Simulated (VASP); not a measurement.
# Ta4Ti (P6/m) in VASP: single point with PBE

Aim: the single point of Ta4Ti with PBE.

All numbers are computed with VASP 6.6.1; they aren't measurements. Logs are shortened: lines on timing, memory, paths and dates and some standing lists are left out, and cuts for length are marked.

## (1) The cell of the first run

The structure is hexagonal, space group P6/m (No. 175). Conventional cell: a = 6.411 Å, b = 6.411 Å, c = 4.767 Å, α = 90.00°, β = 90.00°, γ = 120.00°. Within 3.1 Å of Ti (site symmetry -6) lie 8 Ta at 2.38 to 3.09 Å. Ta (site symmetry m) has 5 Ta at 1.96 to 2.50 Å within 2.6 Å. Ta (site symmetry -6) has 6 Ta at 1.96 to 2.47 Å and 2 Ti at 2.38 Å within 2.6 Å.

The cell was generated, and may not be a known phase.

## (2) Single point, PBE

File INCAR:

```
SYSTEM = Ta4Ti
PREC = Accurate ; ENCUT = 520
EDIFF = 1E-7 ; ISMEAR = 0
SIGMA = 0.1 ; LREAL = .FALSE.
LASPH = .TRUE. ; NELM = 80
ALGO = Fast ; ISIF = 2
LWAVE = .FALSE. ; LCHARG = .FALSE.
GGA = PE ; NBANDS = 67
```

File KPOINTS:

```
regular mesh
0
G
  3 3 4
  0 0 0
```

File POSCAR:

```
Ta4Ti
1.0
    6.4111525800      0.0000000000      0.0000000000
   -3.2055762900      5.5522210000      0.0000000000
    0.0000000000      0.0000000000      4.7672780300
Ti Ta
2 8
Direct
    0.3333333300      0.6666666700      0.0000000000
    0.6666666700      0.3333333300      0.0000000000
    0.0547175500      0.3384947400      0.5000000000
    0.6615052600      0.7162228100      0.5000000000
    0.2837771900      0.9452824500      0.5000000000
    0.9452824500      0.6615052600      0.5000000000
    0.3384947400      0.2837771900      0.5000000000
    0.7162228100      0.0547175500      0.5000000000
    0.3333333300      0.6666666700      0.5000000000
    0.6666666700      0.3333333300      0.5000000000
```

Potentials or basis: VASP PAW PBE potentials, release 64 (Ti_sv, Ta_pv).

Started as:

```sh
$ cat potpaw_PBE.64/Ti_sv/POTCAR potpaw_PBE.64/Ta_pv/POTCAR > POTCAR
$ mpirun -np 1 vasp_std > vasp.out
```

OUTCAR:

```text
SYSTEM = Ta4Ti
   PREC = Accurate
   ENCUT = 520
   EDIFF = 1E-7
   ISMEAR = 0
   LREAL = .FALSE.
   LASPH = .TRUE.
   NELM = 80
   ISIF = 2
   GGA = PE

 ion  position               nearest neighbor table
   1  0.333  0.667  0.000-   9 2.38   9 2.38   5 3.09   5 3.09   3 3.09   3 3.09   4 3.09   4 3.09

   2  0.667  0.333  0.000-  10 2.38  10 2.38   8 3.09   8 3.09   6 3.09   6 3.09   7 3.09   7 3.09

   3  0.055  0.338  0.500-   9 1.96   8 2.02   7 2.02  10 2.47   6 2.50   1 3.09   1 3.09   5 3.40
                             4 3.40   4 3.49   5 3.49
   4  0.662  0.716  0.500-   9 1.96   8 2.02   6 2.02  10 2.47   7 2.50   1 3.09   1 3.09   3 3.40
                             5 3.40   3 3.49   5 3.49
   5  0.284  0.945  0.500-   9 1.96   7 2.02   6 2.02  10 2.47   8 2.50   1 3.09   1 3.09   3 3.40
                             4 3.40   3 3.49   4 3.49
   6  0.945  0.662  0.500-  10 1.96   5 2.02   4 2.02   9 2.47   3 2.50   2 3.09   2 3.09   8 3.40
                             7 3.40   7 3.49   8 3.49
   7  0.338  0.284  0.500-  10 1.96   5 2.02   3 2.02   9 2.47   4 2.50   2 3.09   2 3.09   6 3.40
                             8 3.40   6 3.49   8 3.49
   8  0.716  0.055  0.500-  10 1.96   4 2.02   3 2.02   9 2.47   5 2.50   2 3.09   2 3.09   6 3.40
                             7 3.40   6 3.49   7 3.49
   9  0.333  0.667  0.500-   5 1.96   3 1.96   4 1.96   1 2.38   1 2.38   6 2.47   8 2.47   7 2.47

  10  0.667  0.333  0.500-   8 1.96   6 1.96   7 1.96   2 2.38   2 2.38   3 2.47   5 2.47   4 2.47

  LATTYP: Found a hexagonal cell.
 ALAT       =     6.4111525800
 C/A-ratio  =     0.7435914168

  Lattice vectors:

 A1 = (   6.4111525800,   0.0000000000,   0.0000000000)
 A2 = (  -3.2055762900,   5.5522210000,   0.0000000000)
 A3 = (   0.0000000000,   0.0000000000,   4.7672780300)

Analysis of symmetry for initial positions (statically):
=====================================================================
 Subroutine PRICEL returns:
 Original cell was already a primitive cell.

 Routine SETGRP: Setting up the symmetry group for a
 hexagonal supercell.

 Subroutine GETGRP returns: Found 12 space group operations
 (whereof 12 operations were pure point group operations)
 out of a pool of 24 trial point group operations.

The static configuration has the point symmetry C_6h.

Analysis of symmetry for dynamics (positions and initial velocities):
=====================================================================
 Subroutine PRICEL returns:
 Original cell was already a primitive cell.

 Routine SETGRP: Setting up the symmetry group for a
 hexagonal supercell.

 Subroutine GETGRP returns: Found 12 space group operations
 (whereof 12 operations were pure point group operations)
 out of a pool of 24 trial point group operations.

The dynamic configuration has the point symmetry C_6h.

 Subroutine INISYM returns: Found 12 space group operations
 (whereof 12 operations are pure point group operations),
 and found     1 'primitive' translations

----------------------------------------------------------------------------------------

                                     Primitive cell

  volume of cell :     169.6967

  direct lattice vectors                    reciprocal lattice vectors
     6.411152580  0.000000000  0.000000000     0.155978194  0.090054052  0.000000000
    -3.205576290  5.552221000  0.000000000     0.000000000  0.180108104  0.000000000
     0.000000000  0.000000000  4.767278030     0.000000000  0.000000000  0.209763306

  length of vectors
     6.411152580  6.411152578  4.767278030     0.180108104  0.180108104  0.209763306

  position of ions in fractional coordinates (direct lattice)
     0.333333330  0.666666670  0.000000000
     0.666666670  0.333333330  0.000000000
     0.054717550  0.338494740  0.500000000
     0.661505260  0.716222810  0.500000000
     0.283777190  0.945282450  0.500000000
     0.945282450  0.661505260  0.500000000
     0.338494740  0.283777190  0.500000000
     0.716222810  0.054717550  0.500000000
     0.333333330  0.666666670  0.500000000
     0.666666670  0.333333330  0.500000000

  ion indices of the primitive-cell ions
   primitive index   ion index
                 1           1
                 2           2
                 3           3
                 4           4
                 5           5
                 6           6
                 7           7
                 8           8
                 9           9
                10          10

----------------------------------------------------------------------------------------

 KPOINTS: regular mesh

Automatic generation of k-mesh.
 Grid dimensions read from file:
 generate k-points for:    3    3    4

 Generating k-lattice:

  Cartesian coordinates                     Fractional coordinates (reciprocal lattice)
     0.051992731  0.030018017  0.000000000     0.333333333  0.000000000  0.000000000
     0.000000000  0.060036035  0.000000000     0.000000000  0.333333333  0.000000000
     0.000000000  0.000000000  0.052440826     0.000000000  0.000000000  0.250000000

  Length of vectors
     0.060036035  0.060036035  0.052440826

  Shift w.r.t. Gamma in fractional coordinates (k-lattice)
     0.000000000  0.000000000  0.000000000

 Subroutine IBZKPT returns following result:
 ===========================================

 Found      9 irreducible k-points:

 Following reciprocal coordinates:
            Coordinates               Weight
  0.000000  0.000000  0.000000      1.000000
  0.333333  0.000000  0.000000      6.000000
  0.333333  0.333333  0.000000      2.000000
  0.000000  0.000000  0.250000      2.000000
  0.333333  0.000000  0.250000     12.000000
  0.333333  0.333333  0.250000      4.000000
  0.000000  0.000000  0.500000      1.000000
  0.333333  0.000000  0.500000      6.000000
  0.333333  0.333333  0.500000      2.000000
   k-points           NKPTS =      9   k-points in BZ     NKDIM =      9   number of bands    NBANDS=     67
   number of dos      NEDOS =    301   number of ions     NIONS =     10
   total plane-waves  NPLWV =  82944
   dimension x,y,z NGX =    48 NGY =   48 NGZ =   36
   dimension x,y,z NGXF=    96 NGYF=   96 NGZF=   72
   ions per type =               2   8
   NGX,Y,Z   is equivalent  to a cutoff of  12.45, 12.45, 12.55 a.u.
   NGXF,Y,Z  is equivalent  to a cutoff of  24.89, 24.89, 25.11 a.u.
 SYSTEM =  Ta4Ti
   PREC   = accura    normal or accurate (medium, high low for compatibility)
   ISTART =      0    job   : 0-new  1-cont  2-samecut
   ICHARG =      2    charge: 1-file 2-atom 10-const
   ISPIN  =      1    spin polarized calculation?
   LNONCOLLINEAR =      F non collinear calculations
   LSORBIT =      F    spin-orbit coupling
   LASPH  =      T    aspherical Exc in radial PAW
   ENCUT  =  520.0 eV  38.22 Ry    6.18 a.u.  11.92 11.92  8.86*2*pi/ulx,y,z
   NELM   =     80;   NELMIN=  2; NELMDL= -5     # of ELM steps
   EDIFF  = 0.1E-06   stopping-criterion for ELM
   LREAL  =      F    real-space projection
   EDIFFG = 0.1E-05   stopping-criterion for IOM
   NSW    =      0    number of steps for IOM
   IBRION =     -1    ionic relax: 0-MD 1-quasi-New 2-CG
   NFREE  =      0    steps in history (QN), initial steepest desc. (CG)
   ISIF   =      2    stress and relaxation
   ISYM   =      2    0-nonsym 1-usesym 2-fastsym
   POTIM  = 0.5000    time-step for ionic-motion
   TEBEG  =    0.0;   TEEND  =   0.0 temperature during run
   PSTRESS=    0.0 pullay stress
   NELECT =     112.0000    total number of electrons
   NUPDOWN=      -1.0000    fix difference up-down
   EMIN   =  10.00;   EMAX   =-10.00  energy-range for DOS
   EFERMI =   0.00;   METHOD = LEGACY
   ISMEAR =     0;   SIGMA  =   0.10  broadening in eV -4-tet -1-fermi 0-gaus
   EFERMI_NEDOS =   21; number of points for ismear=-14 and -15
   IALGO  =     68    algorithm
   IMIX   =      4    mixing-type and parameters
     AMIX     =   0.40;   BMIX     =  1.00
     AMIX_MAG =   1.60;   BMIX_MAG =  1.00
  volume/ion in A,a.u.               =      16.97       114.52
  Fermi-wavevector in a.u.,A,eV,Ry     =   1.425355  2.693530 27.642100  2.031637
  Thomas-Fermi vector in A             =   2.545748
   LORBIT       =      0    0 simple, 1 ext, 2 COOP (PROOUT), +10 PAW based schemes
   GGA     = PE    functional components
   LHFCALC =     F    Hartree Fock is set to
   AEXX    =    0.0000 exact exchange contribution
   IVDW    =     0    specifies the selected vdW correction
   LEPSILON=     F    determine dielectric tensor
   LRPA    =     F    only Hartree local field effects (RPA)
 non-spin polarized calculation
 RMM-DIIS sequential band-by-band and
 Gauss-broadening in eV      SIGMA  =   0.10
  energy-cutoff  :      520.00
  volume of cell :      169.70
 maximum number of plane-waves:      4590
 NGX is ok and might be reduce to    48
   NGX = 23   NGY = 23   NGZ = 17

 number of electron     111.9999978 magnetization

 Free energy of the ion-electron system (eV)
  ---------------------------------------------------
  ext. energy  EPLUGINS =         0.00000000
  ---------------------------------------------------
  free energy    TOTEN  =       -41.57977684 eV

  energy without entropy =      -41.53706669  energy(sigma->0) =      -41.55842177

 E-fermi :   6.0849     XC(G=0): -11.8743

 val. band max:        6.0591717519   @ k =   0.3333   0.3333   0.0000
 cond. band min:       6.1103946630   @ k =   0.0000   0.0000   0.5000
 fundamental gap:      0.0512229111
 Fermi energy:         6.0848853673

 k-point     1 :       0.0000    0.0000    0.0000
  band No.  band energies     occupation
      1     -50.9028      2.00000
      2     -50.9003      2.00000
      3     -33.1181      2.00000
      4     -33.1181      2.00000
      5     -32.9951      2.00000
      6     -32.7685      2.00000
[... 59 lines left out ...]
     66       9.1833      0.00000
     67       9.1843      0.00000
[... 558 lines left out ...]
     66       9.8971      0.00000
     67      10.3353      0.00000

------------------------ aborting loop because EDIFF is reached ----------------------------------------

  FORCE on cell =-STRESS in cart. coord.  units (eV):
  Direction    XX          YY          ZZ          XY          YZ          ZX
  --------------------------------------------------------------------------------------
  -------------------------------------------------------------------------------------
  Total      244.9961250    244.9961248     22.9732246     -0.0000038     -0.0000000     -0.0000000
  in kB     2313.1109233   2313.1109218    216.8998257     -0.0000357     -0.0000000     -0.0000000
  external PRESSURE =    1614.3738903 kB  Pullay stress =       0.0000000 kB

 VOLUME and BASIS-vectors are now :
 -----------------------------------------------------------------------------
  energy-cutoff  :      520.00
  volume of cell :      169.70
      direct lattice vectors                 reciprocal lattice vectors
     6.411152580  0.000000000  0.000000000     0.155978194  0.090054052  0.000000000
    -3.205576290  5.552221000  0.000000000     0.000000000  0.180108104  0.000000000
     0.000000000  0.000000000  4.767278030     0.000000000  0.000000000  0.209763306

 POSITION                                       TOTAL-FORCE (eV/Angst)
 -----------------------------------------------------------------------------------
     -0.00000      3.70148      0.00000         0.000000     -0.000000     -0.000000
      3.20558      1.85074      0.00000        -0.000000      0.000000     -0.000000
     -0.73427      1.87940      2.38364        -8.109710     -5.720739      0.000000
      1.94510      3.97663      2.38364         9.009160     -4.162845      0.000000
     -1.21084      5.24842      2.38364        -0.899450      9.883584      0.000000
      3.93984      3.67282      2.38364         8.109710      5.720739      0.000000
      1.26047      1.57559      2.38364        -9.009160      4.162845     -0.000000
      4.41641      0.30380      2.38364         0.899450     -9.883584     -0.000000
     -0.00000      3.70148      2.38364         0.000000      0.000000     -0.000000
      3.20558      1.85074      2.38364        -0.000000     -0.000000     -0.000000
 -----------------------------------------------------------------------------------
    total drift:                               -0.000000      0.000000      0.000000

  FREE ENERGIE OF THE ION-ELECTRON SYSTEM (eV)
  ---------------------------------------------------
  free  energy   TOTEN  =       -41.5797768448 eV

  energy  without entropy=      -41.5370666857  energy(sigma->0) =      -41.55842177
```

Wall time 6.7 min (1 thread of Intel Xeon Platinum 8488C (Sapphire Rapids), shared host); peak memory 0.33 GiB.

Results:

| Quantity | Value |
| --- | --- |
| Free energy | -41.5798 eV |
| Pressure | 161.4 GPa |
| Largest force | 9.924 eV/Å |
| Band gap on the k mesh | zero (bands 56 and 57 overlap by 0.71 eV) |

Forces on the atoms (eV/Å):
```
Ti   0.000  0.000  0.000
Ti   0.000  0.000  0.000
Ta  -8.110 -5.721  0.000
Ta   9.009 -4.163  0.000
Ta  -0.899  9.884  0.000
Ta   8.110  5.721  0.000
Ta  -9.009  4.163  0.000
Ta   0.899 -9.884  0.000
Ta   0.000  0.000  0.000
Ta   0.000  0.000  0.000
```

Levels at points of the mesh, in eV from the Fermi level:
```
           k point  band 53  band 54  band 55  band 56  band 57  band 58  band 59  band 60
(0.00, 0.00, 0.00)    -1.32    -1.32     0.69     0.69     1.17     1.17     1.71     1.71
(0.00, 0.00, 0.50)    -0.98    -0.52     0.03     0.03     1.08     1.24     1.28     1.44
```

Caveat: the k points lie up to 0.38 Å⁻¹ apart, too coarse for converged energies and pressures of a metal; atoms lie so close that the PAW spheres overlap strongly, which falsifies energies and pressures; spin-orbit coupling is left out, which moves the levels of the heavy elements; forces of over 1 eV/Å act on the atoms, so gaps and moduli don't describe the material at rest.

The gap in the log of VASP goes by the Fermi energy; the results here count the filled bands.